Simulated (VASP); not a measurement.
Here is a VASP 6.6.1 calculation.

Contents of POSCAR:

```
C
1.0
    2.4649634469      0.0000000000      0.0000000000
   -1.2324817235      2.1347209644      0.0000000000
    0.0000000000      0.0000000000      6.7405387673
C
4
Direct
    0.0000000000      0.0000000000      0.0025000114
    0.0000000000      0.0000000000      0.5025000114
    0.3333333333      0.6666666667      0.0024999886
    0.6666666667      0.3333333333      0.5024999886
```

The input INCAR.step1:

```
  ALGO = Normal
  EDIFF = 1E-6
  ENCUT = 520
  GGA = PE
  ISIF = 2
  ISMEAR = 0
  IVDW = 12
  LASPH = T
  LCHARG = T
  LREAL = F
  LWAVE = F
  NBANDS = 16
  NELM = 100
  PREC = Accurate
  SIGMA = 0.1
```

File KPOINTS.step1:

```
k-points
0
Gamma
  21 21 6
```

INCAR.step2

```
  ALGO = Normal
  EDIFF = 1E-6
  ENCUT = 520
  GGA = PE
  ICHARG = 11
  ISIF = 2
  ISMEAR = -5
  IVDW = 12
  LASPH = T
  LCHARG = F
  LORBIT = 11
  LREAL = F
  LWAVE = F
  NBANDS = 16
  NEDOS = 2001
  NELM = 100
  PREC = Accurate
  SIGMA = 0.1
```

File KPOINTS.step2:

```
k-points
0
Gamma
  32 32 9
```

Potentials or basis: VASP PAW PBE potentials, release 64 (C).

Command:

```sh
$ cat potpaw_PBE.64/C/POTCAR > POTCAR
$ cp INCAR.step1 INCAR
$ cp KPOINTS.step1 KPOINTS
$ mpirun -np 1 vasp_std > vasp.out
$ cp INCAR.step2 INCAR
$ cp KPOINTS.step2 KPOINTS
$ mpirun -np 1 vasp_std > vasp.out
```

Task: What does it give for the dispersion energy per atom?

Result: -0.155 eV.
